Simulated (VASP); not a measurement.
# Ag in VASP: further runs

Ag is run at these levels: LDA; tasks: single point.

Everything below comes from runs of VASP 6.6.1. Logs are shortened: lines on timing, memory, paths and dates and some standing lists are left out, and cuts for length are marked.

**1. The cell of the first run**

The cell holds a slab with vacuum, 3 atoms: a = 2.828 Å, b = 2.828 Å, c = 20.619 Å, α = 90.00°, β = 90.00°, γ = 120.00°.

**2. Single point, LDA**

INCAR

```
SYSTEM = Ag
ALGO = Normal
DIPOL = 0.5 0.5 0.500
EDIFF = 1E-6
EFIELD = -0.5
ENCUT = 520
GGA = CA
IDIPOL = 3
ISIF = 2
ISMEAR = -1
LASPH = .True.
LCHARG = .False.
LDIPOL = .True.
LREAL = .False.
LWAVE = .False.
NBANDS = 24
NELM = 60
PREC = Accurate
SIGMA = 0.05
```

KPOINTS

```
k-points
0
Gamma
  13 13 1
  0 0 0
```

POSCAR

```
Ag
1.0
    2.8284417087      0.0000000000      0.0000000000
   -1.4142208543      2.4495023729      0.0000000000
    0.0000000000      0.0000000000     20.6188000000
Ag
3
Direct
    0.1666666667      0.3333333333      0.3883709467
    0.5000000000      1.0000000000      0.4999999966
    0.8333333333      0.6666666667      0.6116290563
```

Potentials or basis: VASP PAW LDA potentials, release 64 (Ag).

Run with:

```bash
> cat potpaw_LDA.64/Ag/POTCAR > POTCAR
> mpirun -np 1 vasp_std > vasp.out
```

OUTCAR:

```text
SYSTEM = Ag
   EDIFF = 1E-6
   ENCUT = 520
   GGA = CA
   ISIF = 2
   ISMEAR = -1
   LASPH = .True.
   LREAL = .False.
   NELM = 60
   PREC = Accurate

 ion  position               nearest neighbor table
   1  0.167  0.333  0.388-   2 2.82   2 2.82   2 2.82
   2  0.500  0.000  0.500-   1 2.82   1 2.82   1 2.82   3 2.82   3 2.82   3 2.82
   3  0.833  0.667  0.612-   2 2.82   2 2.82   2 2.82

  LATTYP: Found a hexagonal cell.
 ALAT       =     2.8284417087
 C/A-ratio  =     7.2898090622

  Lattice vectors:

 A1 = (   2.8284417087,   0.0000000000,   0.0000000000)
 A2 = (  -1.4142208543,   2.4495023729,   0.0000000000)
 A3 = (   0.0000000000,   0.0000000000,  20.6188000000)

Analysis of symmetry for initial positions (statically):
=====================================================================
 Subroutine PRICEL returns:
 Original cell was already a primitive cell.

 Routine SETGRP: Setting up the symmetry group for a
 hexagonal supercell.

 Subroutine GETGRP returns: Found 12 space group operations
 (whereof  4 operations were pure point group operations)
 out of a pool of 24 trial point group operations.

The static configuration has the point symmetry C_2h.
 The point group associated with its full space group is D_3d.

Analysis of symmetry for dynamics (positions and initial velocities):
=====================================================================
 An external electric field (EFIELD) may reduce the allowed symmetry operations
 Subroutine PRICEL returns:
 Original cell was already a primitive cell.

 Routine SETGRP: Setting up the symmetry group for a
 hexagonal supercell.

 Subroutine GETGRP returns: Found  6 space group operations
 (whereof  2 operations were pure point group operations)
 out of a pool of 24 trial point group operations.

The dynamic configuration has the point symmetry C_1h.
 The point group associated with its full space group is C_3v.

 Subroutine INISYM returns: Found  6 space group operations
 (whereof  2 operations are pure point group operations),
 and found     1 'primitive' translations

----------------------------------------------------------------------------------------

                                     Primitive cell

  volume of cell :     142.8527

  direct lattice vectors                    reciprocal lattice vectors
[... 86 lines left out ...]
   LREAL  =      F    real-space projection
   EDIFFG = 0.1E-04   stopping-criterion for IOM
   NSW    =      0    number of steps for IOM
   IBRION =     -1    ionic relax: 0-MD 1-quasi-New 2-CG
   NFREE  =      0    steps in history (QN), initial steepest desc. (CG)
   ISIF   =      2    stress and relaxation
   ISYM   =      2    0-nonsym 1-usesym 2-fastsym
   POTIM  = 0.5000    time-step for ionic-motion
   TEBEG  =    0.0;   TEEND  =   0.0 temperature during run
   PSTRESS=    0.0 pullay stress
   NELECT =      33.0000    total number of electrons
   NUPDOWN=      -1.0000    fix difference up-down
   EMIN   =  10.00;   EMAX   =-10.00  energy-range for DOS
   EFERMI =   0.00;   METHOD = LEGACY
   ISMEAR =    -1;   SIGMA  =   0.05  broadening in eV -4-tet -1-fermi 0-gaus
   EFERMI_NEDOS =   21; number of points for ismear=-14 and -15
   IALGO  =     38    algorithm
   IMIX   =      4    mixing-type and parameters
     AMIX     =   0.40;   BMIX     =  1.00
     AMIX_MAG =   1.60;   BMIX_MAG =  1.00
  volume/ion in A,a.u.               =      47.62       321.34
  Fermi-wavevector in a.u.,A,eV,Ry     =   1.004500  1.898230 13.728557  1.009020
  Thomas-Fermi vector in A             =   2.137120
   LORBIT       =      0    0 simple, 1 ext, 2 COOP (PROOUT), +10 PAW based schemes
   GGA     = CA    functional components
   LHFCALC =     F    Hartree Fock is set to
   AEXX    =    0.0000 exact exchange contribution
   IVDW    =     0    specifies the selected vdW correction
   LEPSILON=     F    determine dielectric tensor
   LRPA    =     F    only Hartree local field effects (RPA)
 non-spin polarized calculation
  energy-cutoff  :      520.00
  volume of cell :      142.85
 maximum number of plane-waves:      3878
 NGX is ok and might be reduce to    24
   NGX = 11   NGY = 11   NGZ = 77

 number of electron      33.0000004 magnetization

 dipolmoment           0.000000      0.000000     -0.150747 electrons x Angstroem

 Free energy of the ion-electron system (eV)
  ---------------------------------------------------
  ext. energy  EPLUGINS =         0.00000000
  ---------------------------------------------------
  free energy    TOTEN  =       -10.41357540 eV

  energy without entropy =      -10.41077049  energy(sigma->0) =      -10.41217294

 E-fermi :  -0.1259     XC(G=0):  -5.2479

 val. band max:       -0.1729183717   @ k =   0.2308   0.0000   0.0000
 cond. band min:      -0.0136131502   @ k =   0.0000   0.0000   0.0000
 fundamental gap:      0.1593052215
 Fermi energy:        -0.1258636737

 k-point     1 :       0.0000    0.0000    0.0000
  band No.  band energies     occupation
      1      -7.9433      2.00000
      2      -6.8673      2.00000
      3      -6.7381      2.00000
      4      -5.2278      2.00000
      5      -5.2078      2.00000
      6      -5.2078      2.00000
[... 556 lines left out ...]
     23       7.6832      0.00000
     24       8.6730      0.00000

------------------------ aborting loop because EDIFF is reached ----------------------------------------

 vacuum level on the upper side and lower side of the slab       (xc-potential included)         2.925        -3.298

  FORCE on cell =-STRESS in cart. coord.  units (eV):
  Direction    XX          YY          ZZ          XY          YZ          ZX
  --------------------------------------------------------------------------------------
  -------------------------------------------------------------------------------------
  Total       -1.5921445     -1.5921445     -0.0273405     -0.0000000      0.0000000      0.0000000
  in kB      -17.8568391    -17.8568391     -0.3066394     -0.0000000      0.0000000      0.0000000
  external PRESSURE =     -12.0067725 kB  Pullay stress =       0.0000000 kB

 VOLUME and BASIS-vectors are now :
 -----------------------------------------------------------------------------
  energy-cutoff  :      520.00
  volume of cell :      142.85
      direct lattice vectors                 reciprocal lattice vectors
     2.828441709  0.000000000  0.000000000     0.353551568  0.204123093  0.000000000
    -1.414220854  2.449502373  0.000000000     0.000000000  0.408246185  0.000000000
     0.000000000  0.000000000 20.618800000     0.000000000  0.000000000  0.048499428

 POSITION                                       TOTAL-FORCE (eV/Angst)
 -----------------------------------------------------------------------------------
      0.00000      0.81650      8.00774         0.000000     -0.000000     -0.018853
      1.41422      0.00000     10.30940         0.000000     -0.000000      0.012949
      1.41422      1.63300     12.61106        -0.000000      0.000000      0.005904
 -----------------------------------------------------------------------------------
    total drift:                                0.000000     -0.000000     -0.000002

  FREE ENERGIE OF THE ION-ELECTRON SYSTEM (eV)
  ---------------------------------------------------
  free  energy   TOTEN  =       -10.4135753971 eV

  energy  without entropy=      -10.4107704855  energy(sigma->0) =      -10.41217294

 vacuum level on the upper side and lower side of the slab         7.696         1.566
```

OSZICAR:

```text
N       E                     dE             d eps       ncg     rms          rms(c)
DAV:   1     0.193295309269E+03    0.19330E+03   -0.14663E+04  1008   0.115E+03
DAV:   2    -0.755579840754E+01   -0.20085E+03   -0.18565E+03  1088   0.258E+02
DAV:   3    -0.119065692316E+02   -0.43508E+01   -0.43195E+01  1216   0.430E+01
[... 15 lines left out ...]
DAV:  19    -0.104135644075E+02   -0.81245E-05   -0.91896E-07   816   0.972E-03    0.114E-03
DAV:  20    -0.104135720575E+02   -0.76500E-05   -0.11999E-06   768   0.975E-03    0.699E-04
DAV:  21    -0.104135731138E+02   -0.10563E-05   -0.22257E-07   792   0.318E-03    0.304E-04
DAV:  22    -0.104135747504E+02   -0.16366E-05   -0.73755E-08   712   0.188E-03    0.134E-04
DAV:  23    -0.104135753971E+02   -0.64668E-06   -0.20426E-08   760   0.546E-04
   1 F= -.10413575E+02 E0= -.10412173E+02  d E =-.280491E-02
```

stdout:

```text
POSCAR found type information on POSCAR Ag
 POSCAR found :  1 types and       3 ions
 scaLAPACK will be used
 LDA part: xc-table for (Slater(with rela. corr.)+CA(PZ))
 , standard interpolation
 POSCAR, INCAR and KPOINTS ok, starting setup
 FFT: planning ... GRIDC
 FFT: planning ... GRID_SOFT
 FFT: planning ... GRID
 WAVECAR not read
 entering main loop
```

Wall time 87 s (1 thread of Intel Xeon Platinum 8488C (Sapphire Rapids), shared host); peak memory 0.24 GiB.

Results:

```
Free energy   : -10.4136 eV
Largest force : 0.019 eV/Å
```

Forces in eV/Å, atoms in the order of the input:
```
Ag   0.000  0.000 -0.019
Ag   0.000  0.000  0.013
Ag   0.000  0.000  0.006
```

Levels at points of the mesh, in eV from the Fermi level:
```csv
k point,band 14,band 15,band 16,band 17,band 18,band 19,band 20,band 21
"(0.00, 0.00, 0.00)",-3.54,-3.54,-3.15,-3.15,-1.61,0.11,3.12,4.58
```

**3. Single point, LDA**

INCAR

```
SYSTEM = Ag
PREC = Accurate
ENCUT = 520
EDIFF = 1E-6
ISMEAR = -1
SIGMA = 0.05
LREAL = .FALSE.
LASPH = .TRUE.
NELM = 80
ALGO = Normal
ISIF = 2
LWAVE = .FALSE.
LCHARG = .FALSE.
LDIPOL = .TRUE.
IDIPOL = 3
DIPOL = 0.5 0.5 0.500
NBANDS = 24
EFIELD = -0.5
```

KPOINTS

```
Automatic mesh
0
G
  13 13 1
  0 0 0
```

POSCAR is that of step 2.

Potentials or basis: VASP PAW LDA potentials, release 64 (Ag).

Run with:

```bash
> cat potpaw_LDA.64/Ag/POTCAR > POTCAR
> mpirun -np 1 vasp_std > vasp.out
```

Run time: 82 s. Hardware: 1 thread of Intel Xeon Platinum 8488C (Sapphire Rapids), shared host; peak memory 0.24 GiB.

It converged, with:

```
Free energy   : -10.4136 eV
Largest force : 0.019 eV/Å
```

Forces on the atoms (eV/Å):
```
Ag   0.000  0.000 -0.019
Ag   0.000  0.000  0.013
Ag   0.000  0.000  0.006
```

Levels at points of the mesh, in eV from the Fermi level:
```csv
k point,band 14,band 15,band 16,band 17,band 18,band 19,band 20,band 21
"(0.00, 0.00, 0.00)",-3.54,-3.54,-3.15,-3.15,-1.61,0.11,3.12,4.58
```

**4. Single point, LDA**

INCAR

```
PREC     = Accurate       # precision mode
ENCUT    = 520            # plane-wave cutoff, eV
EDIFF    = 1E-6           # SCF threshold, eV
ISMEAR   = -1             # smearing method
SIGMA    = 0.05           # smearing width, eV
LREAL    = False          # projectors in reciprocal space
LASPH    = True           # aspherical terms in the spheres
NELM     = 60             # most SCF steps
ALGO     = Normal         # electronic algorithm
ISIF     = 2              # what is computed and relaxed
LWAVE    = False          # write WAVECAR
LCHARG   = False          # write CHGCAR
NBANDS   = 24             # bands
```

KPOINTS

```
Automatic mesh
0
Gamma
  13 13 1
```

POSCAR is that of step 3.

Run with:

```bash
> cat potpaw_LDA.64/Ag/POTCAR > POTCAR
> mpirun -np 1 vasp_std > vasp.out
```

It took 60 s on 1 thread of Intel Xeon Platinum 8488C (Sapphire Rapids), shared host; peak memory 0.24 GiB.

Results (log left out):

| Property | Result |
| --- | --- |
| Free energy | -10.3759 eV |
| Largest force | 0.009 eV/Å |

Forces on the atoms (eV/Å):
```
Ag   0.000  0.000 -0.009
Ag   0.000  0.000  0.000
Ag   0.000  0.000  0.009
```

Levels at points of the mesh, in eV from the Fermi level:
```csv
k point,band 15,band 16,band 17,band 18,band 19,band 20
"(0.00, 0.00, 0.00)",-3.54,-3.15,-3.15,-1.61,0.11,4.31
```
